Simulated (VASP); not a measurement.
# Nb (Im-3m) in VASP: further runs

The runs below take Nb through single point, relaxation of cell and atoms, with PBE.

All numbers are computed with VASP 6.6.1; they aren't measurements. Logs are shortened: lines on timing, memory, paths and dates and some standing lists are left out, and cuts for length are marked.

## 1. The cell of the first run

It takes space group Im-3m (No. 229, cubic). The conventional cell has a = 3.309 Å, b = 3.309 Å, c = 3.309 Å, α = 90.00°, β = 90.00°, γ = 90.00°. Nb (site symmetry m-3m) has 14 Nb at 2.87 to 3.31 Å within 3.8 Å.

## 2. Single point, PBE

Contents of INCAR:

```
SYSTEM = Nb
ALGO = Normal
EDIFF = 1E-6
ENCUT = 520
GGA = PE
ISIF = 2
ISMEAR = -1
LASPH = .TRUE.
LCHARG = .FALSE.
LREAL = .FALSE.
LWAVE = .FALSE.
NBANDS = 12
NELM = 60
PREC = Accurate
SIGMA = 0.1
```

Contents of KPOINTS:

```
k-points
0
G
  9 9 9
  0 0 0
```

Contents of POSCAR:

```
Nb
1.0
    1.6546533645      1.6546533645      1.6546533645
   -1.6546533645      1.6546533645      1.6546533645
   -1.6546533645     -1.6546533645      1.6546533645
Nb
1
Direct
    0.0000000000      0.0000000000      0.0000000000
```

Potentials or basis: VASP PAW PBE potentials, release 64 (Nb_sv).

Started as:

```console
$ cat potpaw_PBE.64/Nb_sv/POTCAR > POTCAR
$ mpirun -np 1 vasp_std > vasp.out
```

OUTCAR:

```text
SYSTEM = Nb
   EDIFF = 1E-6
   ENCUT = 520
   GGA = PE
   ISIF = 2
   ISMEAR = -1
   LASPH = .TRUE.
   LREAL = .FALSE.
   NELM = 60
   PREC = Accurate

 ion  position               nearest neighbor table
   1  0.000  0.000  0.000-

  LATTYP: Found a body centered cubic cell.
 ALAT       =     3.3093067290

  Lattice vectors:

 A1 = (   1.6546533645,  -1.6546533645,  -1.6546533645)
 A2 = (   1.6546533645,   1.6546533645,   1.6546533645)
 A3 = (  -1.6546533645,  -1.6546533645,   1.6546533645)

Analysis of symmetry for initial positions (statically):
=====================================================================
 Subroutine PRICEL returns:
 Original cell was already a primitive cell.

 Routine SETGRP: Setting up the symmetry group for a
 body centered cubic supercell.

 Subroutine GETGRP returns: Found 48 space group operations
 (whereof 48 operations were pure point group operations)
 out of a pool of 48 trial point group operations.

The static configuration has the point symmetry O_h .

Analysis of symmetry for dynamics (positions and initial velocities):
=====================================================================
 Subroutine PRICEL returns:
 Original cell was already a primitive cell.

 Routine SETGRP: Setting up the symmetry group for a
 body centered cubic supercell.

 Subroutine GETGRP returns: Found 48 space group operations
 (whereof 48 operations were pure point group operations)
 out of a pool of 48 trial point group operations.

The dynamic configuration has the point symmetry O_h .

 Subroutine INISYM returns: Found 48 space group operations
 (whereof 48 operations are pure point group operations),
 and found     1 'primitive' translations

----------------------------------------------------------------------------------------

                                     Primitive cell

  volume of cell :      18.1210

  direct lattice vectors                    reciprocal lattice vectors
     1.654653364  1.654653364  1.654653364     0.302178094  0.000000000  0.302178094
    -1.654653364  1.654653364  1.654653364    -0.302178094  0.302178094  0.000000000
    -1.654653364 -1.654653364  1.654653364     0.000000000 -0.302178094  0.302178094

  length of vectors
     2.865943696  2.865943696  2.865943696     0.427344359  0.427344359  0.427344359

  position of ions in fractional coordinates (direct lattice)
     0.000000000  0.000000000  0.000000000

  ion indices of the primitive-cell ions
   primitive index   ion index
[... 74 lines left out ...]
   LREAL  =      F    real-space projection
   EDIFFG = 0.1E-04   stopping-criterion for IOM
   NSW    =      0    number of steps for IOM
   IBRION =     -1    ionic relax: 0-MD 1-quasi-New 2-CG
   NFREE  =      0    steps in history (QN), initial steepest desc. (CG)
   ISIF   =      2    stress and relaxation
   ISYM   =      2    0-nonsym 1-usesym 2-fastsym
   POTIM  = 0.5000    time-step for ionic-motion
   TEBEG  =    0.0;   TEEND  =   0.0 temperature during run
   PSTRESS=    0.0 pullay stress
   NELECT =      13.0000    total number of electrons
   NUPDOWN=      -1.0000    fix difference up-down
   EMIN   =  10.00;   EMAX   =-10.00  energy-range for DOS
   EFERMI =   0.00;   METHOD = LEGACY
   ISMEAR =    -1;   SIGMA  =   0.10  broadening in eV -4-tet -1-fermi 0-gaus
   EFERMI_NEDOS =   21; number of points for ismear=-14 and -15
   IALGO  =     38    algorithm
   IMIX   =      4    mixing-type and parameters
     AMIX     =   0.40;   BMIX     =  1.00
     AMIX_MAG =   1.60;   BMIX_MAG =  1.00
  volume/ion in A,a.u.               =      18.12       122.29
  Fermi-wavevector in a.u.,A,eV,Ry     =   1.465533  2.769456 29.222414  2.147787
  Thomas-Fermi vector in A             =   2.581379
   LORBIT       =      0    0 simple, 1 ext, 2 COOP (PROOUT), +10 PAW based schemes
   GGA     = PE    functional components
   LHFCALC =     F    Hartree Fock is set to
   AEXX    =    0.0000 exact exchange contribution
   IVDW    =     0    specifies the selected vdW correction
   LEPSILON=     F    determine dielectric tensor
   LRPA    =     F    only Hartree local field effects (RPA)
 non-spin polarized calculation
  energy-cutoff  :      520.00
  volume of cell :       18.12
 maximum number of plane-waves:       498
 NGX is ok and might be reduce to    24
   NGX = 11   NGY = 11   NGZ = 11

 number of electron      13.0000000 magnetization

 Free energy of the ion-electron system (eV)
  ---------------------------------------------------
  ext. energy  EPLUGINS =         0.00000000
  ---------------------------------------------------
  free energy    TOTEN  =       -10.24737405 eV

  energy without entropy =      -10.20698689  energy(sigma->0) =      -10.22718047

 E-fermi :  11.1440     XC(G=0): -12.4679

 val. band max:       11.0917356475   @ k =   0.3333   0.2222   0.1111
 cond. band min:      11.1724241602   @ k =   0.1111   0.0000   0.0000
 fundamental gap:      0.0806885127
 Fermi energy:        11.1440444782

 k-point     1 :       0.0000    0.0000    0.0000
  band No.  band energies     occupation
      1     -43.2713      2.00000
      2     -18.5821      2.00000
      3     -18.5821      2.00000
      4     -18.5821      2.00000
      5       5.1619      2.00000
      6      11.4683      0.07518
      7      11.4683      0.07518
      8      11.4683      0.07518
      9      14.3579      0.00000
     10      14.3579      0.00000
     11      25.2989      0.00000
     12      25.2989      0.00000
[... 331 lines left out ...]
 k-point    24 :       0.2222   -0.4444    0.1111
  band No.  band energies     occupation
      1     -43.0318      2.00000
      2     -19.6440      2.00000
      3     -19.0955      2.00000
      4     -18.8467      2.00000
      5       9.0903      2.00000
      6       9.7176      2.00000
      7      10.4295      1.99843
      8      14.7245      0.00000
      9      15.0740      0.00000
     10      19.5182      0.00000
     11      22.5095      0.00000
     12      24.3424      0.00000

 [... further k-points ...]
[... 5 lines left out ...]
  --------------------------------------------------------------------------------------
  -------------------------------------------------------------------------------------
  Total       -0.0366458     -0.0366458     -0.0366458     -0.0000000     -0.0000000     -0.0000000
  in kB       -3.2400678     -3.2400678     -3.2400678     -0.0000000     -0.0000000     -0.0000000
  external PRESSURE =      -3.2400678 kB  Pullay stress =       0.0000000 kB

 VOLUME and BASIS-vectors are now :
 -----------------------------------------------------------------------------
  energy-cutoff  :      520.00
  volume of cell :       18.12
      direct lattice vectors                 reciprocal lattice vectors
     1.654653364  1.654653364  1.654653364     0.302178094  0.000000000  0.302178094
    -1.654653364  1.654653364  1.654653364    -0.302178094  0.302178094  0.000000000
    -1.654653364 -1.654653364  1.654653364     0.000000000 -0.302178094  0.302178094

 POSITION                                       TOTAL-FORCE (eV/Angst)
 -----------------------------------------------------------------------------------
      0.00000      0.00000      0.00000         0.000000      0.000000     -0.000000
 -----------------------------------------------------------------------------------
    total drift:                               -0.000000     -0.000000      0.000000

  FREE ENERGIE OF THE ION-ELECTRON SYSTEM (eV)
  ---------------------------------------------------
  free  energy   TOTEN  =       -10.2473740458 eV

  energy  without entropy=      -10.2069868944  energy(sigma->0) =      -10.22718047
```

OSZICAR:

```text
N       E                     dE             d eps       ncg     rms          rms(c)
DAV:   1     0.114407894729E+03    0.11441E+03   -0.71087E+03   840   0.107E+03
DAV:   2    -0.576515507268E+01   -0.12017E+03   -0.11599E+03   936   0.389E+02
DAV:   3    -0.103707068034E+02   -0.46056E+01   -0.43406E+01  1220   0.649E+01
DAV:   4    -0.106594834035E+02   -0.28878E+00   -0.28703E+00  1148   0.151E+01
DAV:   5    -0.106675327016E+02   -0.80493E-02   -0.80481E-02  1232   0.202E+00    0.705E+00
DAV:   6    -0.102866436561E+02    0.38089E+00   -0.58396E-01  1336   0.970E+00    0.246E+00
DAV:   7    -0.102420950693E+02    0.44549E-01   -0.18067E-01  1388   0.537E+00    0.949E-01
DAV:   8    -0.102473229766E+02   -0.52279E-02   -0.12410E-02  1028   0.147E+00    0.389E-02
DAV:   9    -0.102473638203E+02   -0.40844E-04   -0.90816E-04  1316   0.272E-01    0.402E-02
DAV:  10    -0.102473808540E+02   -0.17034E-04   -0.30620E-05   984   0.701E-02    0.151E-02
DAV:  11    -0.102473743760E+02    0.64780E-05   -0.57211E-06  1108   0.397E-02    0.254E-03
DAV:  12    -0.102473740458E+02    0.33018E-06   -0.17707E-07   560   0.579E-03
   1 F= -.10247374E+02 E0= -.10227180E+02  d E =-.403872E-01
```

stdout:

```text
POSCAR found type information on POSCAR Nb
 POSCAR found :  1 types and       1 ions
 scaLAPACK will be used
 LDA part: xc-table for (Slater+PW92), standard interpolation
 POSCAR, INCAR and KPOINTS ok, starting setup
 FFT: planning ... GRIDC
 FFT: planning ... GRID_SOFT
 FFT: planning ... GRID
 WAVECAR not read
 entering main loop
```

Wall time 6.8 s (1 thread of Intel Xeon Platinum 8488C (Sapphire Rapids), shared host); peak memory 0.14 GiB.

What came out:

| Quantity | Value |
| --- | --- |
| Free energy | -10.2474 eV |
| Pressure | -0.3 GPa |

## 3. Relaxation of cell and atoms, PBE

This run uses another cell than the first one, of 18.46 Å³/atom, 1.019 times its volume.

Contents of INCAR:

```
PREC = Accurate ; ENCUT = 600
EDIFF = 1E-6 ; ISMEAR = -1
SIGMA = 0.1 ; LREAL = False
LASPH = True ; NELM = 60
ALGO = Normal ; ISIF = 3
LWAVE = False ; LCHARG = False
GGA = PE ; IBRION = 2
NSW = 80 ; EDIFFG = -0.02
```

Contents of KPOINTS:

```
Automatic mesh
0
Gamma
  9 9 9
```

Contents of POSCAR:

```
Nb
1.0
    1.6650000000      1.6650000000      1.6650000000
   -1.6650000000      1.6650000000      1.6650000000
   -1.6650000000     -1.6650000000      1.6650000000
Nb
1
Direct
    0.0000000000      0.0000000000      0.0000000000
```

Potentials or basis: VASP PAW PBE potentials, release 64 (Nb_sv).

Started as:

```console
$ cat potpaw_PBE.64/Nb_sv/POTCAR > POTCAR
$ mpirun -np 1 vasp_std > vasp.out
```

Wall time 16 s (1 thread of Intel Xeon Platinum 8488C (Sapphire Rapids), shared host); peak memory 0.14 GiB.

The run converged. Its results:

```yaml
Free_energy: -10.2475 eV
Relaxed_volume: 18.09 Å³/atom
Relaxed_cell: a = 2.865 Å, b = 2.865 Å, c = 2.865 Å, α = 70.53°, β = 109.47°, γ = 70.53°
Space_group_after_relaxing_to_0.05_Å: Im-3m (No. 229)
Energy_gained_by_relaxing: 4.0 meV/atom
Ionic_steps: 3
Pressure_after_relaxing: -0.1 GPa
```

Step by step:
```csv
step,energy change (eV),largest force (eV/Å),pressure (GPa),volume (Å³)
1,0.0000,0.0000,-3.39,18.46
2,0.0093,0.0000,6.74,17.44
3,-0.0040,0.0000,-0.06,18.09
```

Final structure:
```xyz
1
Lattice="1.6538 1.6538 1.6538 -1.6538 1.6538 1.6538 -1.6538 -1.6538 1.6538" Properties=species:S:1:pos:R:3 pbc="T T T"
Nb    0.0000    0.0000    0.0000
```

Levels at points of the mesh, in eV from the Fermi level:
```
           k point  band 3  band 4  band 5  band 6  band 7  band 8  band 9  band 10
(0.00, 0.00, 0.00)  -29.72  -29.72   -5.99    0.32    0.32    0.32    3.22     3.22
```
